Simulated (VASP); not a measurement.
# PbSe (P4/nmm) in VASP: a series of runs, part 2 of 2

VASP 6.6.1. Earlier steps stand in the parts before.

**3. Single point, PBE**

The input, INCAR:

```
ALGO     = Normal         # electronic algorithm
EDIFF    = 1E-6           # SCF threshold, eV
ENCUT    = 520            # plane-wave cutoff, eV
GGA      = PE             # functional
ISIF     = 2              # what is computed and relaxed
ISMEAR   = 0              # smearing method
LASPH    = True           # aspherical terms in the spheres
LCHARG   = False          # write CHGCAR
LREAL    = False          # projectors in reciprocal space
LWAVE    = False          # write WAVECAR
NBANDS   = 28             # bands
NELM     = 100            # most SCF steps
PREC     = Accurate       # precision mode
SIGMA    = 0.05           # smearing width, eV
```

The input, KPOINTS:

```
Automatic mesh
0
Gamma
  6 6 8
  0.5 0.5 0.5
```

The input, POSCAR:

```
PbSe
1.0
    5.3494553078      0.0000000000      0.0000000000
    0.0000000000      5.3494553078      0.0000000000
    0.0000000000      0.0000000000      4.2212686564
Pb Se
2 2
Direct
    0.5000000000      0.0000000000      0.3182456201
    0.0000000000      0.5000000000      0.6817543799
    0.0000000000      0.0000000000      0.0000000000
    0.5000000000      0.5000000000      0.0000000000
```

Potentials or basis: VASP PAW PBE potentials, release 64 (Pb_d, Se).

Started as:

```
cat potpaw_PBE.64/Pb_d/POTCAR potpaw_PBE.64/Se/POTCAR > POTCAR
mpirun -np 1 vasp_std > vasp.out
```

OUTCAR:

```text
EDIFF = 1E-6
   ENCUT = 520
   GGA = PE
   ISIF = 2
   ISMEAR = 0
   LASPH = True
   LREAL = False
   NELM = 100
   PREC = Accurate

 ion  position               nearest neighbor table
   1  0.500  0.000  0.318-   3 2.99   4 2.99   4 2.99   3 2.99   2 4.08   2 4.08   2 4.08   2 4.08

   2  0.000  0.500  0.682-   3 2.99   4 2.99   3 2.99   4 2.99   1 4.08   1 4.08   1 4.08   1 4.08

   3  0.000  0.000  0.000-   1 2.99   2 2.99   2 2.99   1 2.99
   4  0.500  0.500  0.000-   1 2.99   2 2.99   1 2.99   2 2.99

  LATTYP: Found a simple tetragonal cell.
 ALAT       =     5.3494553078
 C/A-ratio  =     0.7891025186

  Lattice vectors:

 A1 = (   5.3494553078,   0.0000000000,   0.0000000000)
 A2 = (   0.0000000000,   5.3494553078,   0.0000000000)
 A3 = (   0.0000000000,   0.0000000000,   4.2212686564)

Analysis of symmetry for initial positions (statically):
=====================================================================
 Subroutine PRICEL returns:
 Original cell was already a primitive cell.

 Routine SETGRP: Setting up the symmetry group for a
 simple tetragonal supercell.

 Subroutine GETGRP returns: Found 16 space group operations
 (whereof  8 operations were pure point group operations)
 out of a pool of 16 trial point group operations.

The static configuration has the point symmetry D_2d.
 The point group associated with its full space group is D_4h.

Analysis of symmetry for dynamics (positions and initial velocities):
=====================================================================
 Subroutine PRICEL returns:
 Original cell was already a primitive cell.

 Routine SETGRP: Setting up the symmetry group for a
 simple tetragonal supercell.

 Subroutine GETGRP returns: Found 16 space group operations
 (whereof  8 operations were pure point group operations)
 out of a pool of 16 trial point group operations.

The dynamic configuration has the point symmetry D_2d.
 The point group associated with its full space group is D_4h.

 Subroutine INISYM returns: Found 16 space group operations
 (whereof  8 operations are pure point group operations),
 and found     1 'primitive' translations

----------------------------------------------------------------------------------------

                                     Primitive cell

  volume of cell :     120.7987

  direct lattice vectors                    reciprocal lattice vectors
     5.349455308  0.000000000  0.000000000     0.186934920  0.000000000  0.000000000
     0.000000000  5.349455308  0.000000000     0.000000000  0.186934920  0.000000000
     0.000000000  0.000000000  4.221268656     0.000000000  0.000000000  0.236895607

  length of vectors
     5.349455308  5.349455308  4.221268656     0.186934920  0.186934920  0.236895607

  position of ions in fractional coordinates (direct lattice)
     0.500000000  0.000000000  0.318245620
     0.000000000  0.500000000  0.681754380
     0.000000000  0.000000000  0.000000000
     0.500000000  0.500000000  0.000000000

  ion indices of the primitive-cell ions
   primitive index   ion index
                 1           1
[... 21 lines left out ...]

  Shift w.r.t. Gamma in fractional coordinates (k-lattice)
     0.500000000  0.500000000  0.500000000

 Subroutine IBZKPT returns following result:
 ===========================================

 Found     24 irreducible k-points:

 Following reciprocal coordinates:
            Coordinates               Weight
  0.083333  0.083333  0.062500      8.000000
  0.250000  0.083333  0.062500     16.000000
  0.416667  0.083333  0.062500     16.000000
  0.250000  0.250000  0.062500      8.000000
  0.416667  0.250000  0.062500     16.000000
  0.416667  0.416667  0.062500      8.000000
[... 16 lines left out ...]
  0.416667  0.250000  0.437500     16.000000
  0.416667  0.416667  0.437500      8.000000
   k-points           NKPTS =     24   k-points in BZ     NKDIM =     24   number of bands    NBANDS=     28
   number of dos      NEDOS =    301   number of ions     NIONS =      4
   total plane-waves  NPLWV =  51200
   dimension x,y,z NGX =    40 NGY =   40 NGZ =   32
   dimension x,y,z NGXF=    80 NGYF=   80 NGZF=   64
   ions per type =               2   2
   NGX,Y,Z   is equivalent  to a cutoff of  12.43, 12.43, 12.60 a.u.
   NGXF,Y,Z  is equivalent  to a cutoff of  24.86, 24.86, 25.21 a.u.
 SYSTEM =  unknown system
   PREC   = accura    normal or accurate (medium, high low for compatibility)
   ISTART =      0    job   : 0-new  1-cont  2-samecut
   ICHARG =      2    charge: 1-file 2-atom 10-const
   ISPIN  =      1    spin polarized calculation?
   LNONCOLLINEAR =      F non collinear calculations
   LSORBIT =      F    spin-orbit coupling
   LASPH  =      T    aspherical Exc in radial PAW
   ENCUT  =  520.0 eV  38.22 Ry    6.18 a.u.   9.95  9.95  7.85*2*pi/ulx,y,z
   NELM   =    100;   NELMIN=  2; NELMDL= -5     # of ELM steps
   EDIFF  = 0.1E-05   stopping-criterion for ELM
   LREAL  =      F    real-space projection
   EDIFFG = 0.1E-04   stopping-criterion for IOM
   NSW    =      0    number of steps for IOM
   IBRION =     -1    ionic relax: 0-MD 1-quasi-New 2-CG
   NFREE  =      0    steps in history (QN), initial steepest desc. (CG)
   ISIF   =      2    stress and relaxation
   ISYM   =      2    0-nonsym 1-usesym 2-fastsym
   POTIM  = 0.5000    time-step for ionic-motion
   TEBEG  =    0.0;   TEEND  =   0.0 temperature during run
   PSTRESS=    0.0 pullay stress
   NELECT =      40.0000    total number of electrons
   NUPDOWN=      -1.0000    fix difference up-down
   EMIN   =  10.00;   EMAX   =-10.00  energy-range for DOS
   EFERMI =   0.00;   METHOD = LEGACY
   ISMEAR =     0;   SIGMA  =   0.05  broadening in eV -4-tet -1-fermi 0-gaus
   EFERMI_NEDOS =   21; number of points for ismear=-14 and -15
   IALGO  =     38    algorithm
   IMIX   =      4    mixing-type and parameters
     AMIX     =   0.40;   BMIX     =  1.00
     AMIX_MAG =   1.60;   BMIX_MAG =  1.00
  volume/ion in A,a.u.               =      30.20       203.80
  Fermi-wavevector in a.u.,A,eV,Ry     =   1.132594  2.140292 17.453123  1.282768
  Thomas-Fermi vector in A             =   2.269295
   LORBIT       =      0    0 simple, 1 ext, 2 COOP (PROOUT), +10 PAW based schemes
   GGA     = PE    functional components
   LHFCALC =     F    Hartree Fock is set to
   AEXX    =    0.0000 exact exchange contribution
   IVDW    =     0    specifies the selected vdW correction
   LEPSILON=     F    determine dielectric tensor
   LRPA    =     F    only Hartree local field effects (RPA)
 non-spin polarized calculation
 Gauss-broadening in eV      SIGMA  =   0.05
  energy-cutoff  :      520.00
  volume of cell :      120.80
 maximum number of plane-waves:      3276
 NGX is ok and might be reduce to    40
   NGX = 19   NGY = 19   NGZ = 15

 number of electron      40.0000010 magnetization

 Free energy of the ion-electron system (eV)
  ---------------------------------------------------
  ext. energy  EPLUGINS =         0.00000000
  ---------------------------------------------------
  free energy    TOTEN  =       -15.70813809 eV

  energy without entropy =      -15.70813809  energy(sigma->0) =      -15.70813809

 E-fermi :   4.3786     XC(G=0):  -9.3187

 val. band max:        4.1312106712   @ k =   0.4167   0.4167   0.4375
 cond. band min:       4.6206370872   @ k =   0.0833   0.0833   0.4375
 fundamental gap:      0.4894264160
 Fermi energy:         4.3786248204

 k-point     1 :       0.0833    0.0833    0.0625
  band No.  band energies     occupation
      1     -12.4688      2.00000
      2     -12.4600      2.00000
      3     -12.4522      2.00000
      4     -12.4336      2.00000
      5     -12.4315      2.00000
      6     -12.4185      2.00000
[... 733 lines left out ...]
     27      11.8422      0.00000
     28      12.3709      0.00000

------------------------ aborting loop because EDIFF is reached ----------------------------------------

  FORCE on cell =-STRESS in cart. coord.  units (eV):
  Direction    XX          YY          ZZ          XY          YZ          ZX
  --------------------------------------------------------------------------------------
  -------------------------------------------------------------------------------------
  Total        0.0283559      0.0283559     -0.0007439      0.0000000      0.0000000      0.0000000
  in kB        0.3760899      0.3760899     -0.0098668      0.0000000      0.0000000      0.0000000
  external PRESSURE =       0.2474376 kB  Pullay stress =       0.0000000 kB

 VOLUME and BASIS-vectors are now :
 -----------------------------------------------------------------------------
  energy-cutoff  :      520.00
  volume of cell :      120.80
      direct lattice vectors                 reciprocal lattice vectors
     5.349455308  0.000000000  0.000000000     0.186934920  0.000000000  0.000000000
     0.000000000  5.349455308  0.000000000     0.000000000  0.186934920  0.000000000
     0.000000000  0.000000000  4.221268656     0.000000000  0.000000000  0.236895607

 POSITION                                       TOTAL-FORCE (eV/Angst)
 -----------------------------------------------------------------------------------
      2.67473      0.00000      1.34340         0.000000     -0.000000      0.012994
      0.00000      2.67473      2.87787         0.000000      0.000000     -0.012994
      0.00000      0.00000      0.00000         0.000000     -0.000000      0.000000
      2.67473      2.67473      0.00000        -0.000000      0.000000      0.000000
 -----------------------------------------------------------------------------------
    total drift:                               -0.000000      0.000000      0.000000

  FREE ENERGIE OF THE ION-ELECTRON SYSTEM (eV)
  ---------------------------------------------------
  free  energy   TOTEN  =       -15.7081380863 eV

  energy  without entropy=      -15.7081380863  energy(sigma->0) =      -15.70813809
```

It took 43 s on 1 thread of AMD EPYC 9R45 (Zen 5), shared host; peak memory 0.21 GiB.

What came out:

* Free energy: -15.7081 eV
* Pressure: 0.0 GPa
* Largest force: 0.013 eV/Å
* Band gap on the k mesh: 0.49 eV (least direct gap 1.04 eV)

Forces on the atoms (eV/Å):
```
Pb   0.000  0.000  0.013
Pb   0.000  0.000 -0.013
Se   0.000  0.000  0.000
Se   0.000  0.000  0.000
```

Levels at points of the mesh, in eV from the valence-band top:
```tsv
k point	band 18	band 19	band 20	band 21	band 22	band 23
(0.08, 0.08, 0.06)	-1.21	-0.88	-0.31	2.19	3.35	4.07
```

Caveat: spin-orbit coupling is left out, which moves the levels of the heavy elements; a shifted mesh leaves out Γ, where band edges can lie. A k mesh can miss the band edges.

**4. Single point, PBE**

The input, INCAR:

```
  PREC = Accurate
  ENCUT = 520
  EDIFF = 1E-6
  ISMEAR = 0
  SIGMA = 0.05
  LREAL = False
  LASPH = True
  NELM = 60
  ALGO = Normal
  ISIF = 2
  LWAVE = False
  LCHARG = False
  GGA = PE
  NBANDS = 28
```

The input, KPOINTS:

```
Automatic mesh
0
Gamma
  8 8 10
```

POSCAR is that of step 3.

Started as:

```
cat potpaw_PBE.64/Pb_d/POTCAR potpaw_PBE.64/Se/POTCAR > POTCAR
mpirun -np 1 vasp_std > vasp.out
```

Run time: 6.7 min. Hardware: 1 thread of Intel Xeon 8259CL, shared host; peak memory 0.4 GiB.

It converged, with:

- Free energy: -15.7084 eV
- Pressure: 0.0 GPa
- Largest force: 0.011 eV/Å
- Band gap on the k mesh: 0.38 eV (least direct gap 0.92 eV)

Forces in eV/Å, atoms in the order of the input:
```
Pb   0.000  0.000  0.011
Pb   0.000  0.000 -0.011
Se   0.000  0.000  0.000
Se   0.000  0.000  0.000
```

Levels at points of the mesh, in eV from the valence-band top:
| k point | band 17 | band 18 | band 19 | band 20 | band 21 | band 22 | band 23 | band 24 |
| --- | --- | --- | --- | --- | --- | --- | --- | --- |
| (0.00, 0.00, 0.00) | -1.31 | -1.31 | -1.02 | -0.26 | 2.02 | 3.92 | 4.55 | 4.55 |
| (0.50, 0.00, 0.00) | -1.26 | -1.26 | -0.42 | -0.42 | 1.94 | 1.94 | 4.57 | 4.57 |
| (0.50, 0.50, 0.00) | -0.68 | -0.68 | -0.11 | -0.11 | 0.81 | 0.81 | 3.33 | 3.33 |
| (0.00, 0.00, 0.50) | -1.59 | -1.35 | -1.11 | -1.11 | 0.83 | 1.00 | 1.18 | 1.18 |
| (0.50, 0.00, 0.50) | -2.21 | -2.21 | -1.20 | -1.20 | 2.37 | 2.37 | 2.72 | 2.72 |
| (0.50, 0.50, 0.50) | -3.13 | -3.13 | 0.00 | 0.00 | 3.91 | 3.91 | 4.09 | 4.09 |

Caveat: spin-orbit coupling is left out, which moves the levels of the heavy elements.

**5. Overview**

```csv
k mesh,smearing,gap on the mesh (eV),pressure (GPa),largest force (eV/Å)
6 × 6 × 8,tetrahedron,0.43,0.0,0.01
"6 × 6 × 8, shifted",gaussian 0.05 eV,0.49,0.0,0.01
8 × 8 × 10,gaussian 0.05 eV,0.38,0.0,0.01
```

Alike in all rows: task single point; level PBE; potentials or basis VASP PAW PBE potentials, release 64 (Pb_d, Se); no spin polarisation; cell as given; cutoff (eV) 520.

Caveats: spin-orbit coupling is left out, which moves the levels of the heavy elements; a shifted mesh leaves out Γ, where band edges can lie (at least some runs).

Absolute energies hang on the potentials; compare differences alone.
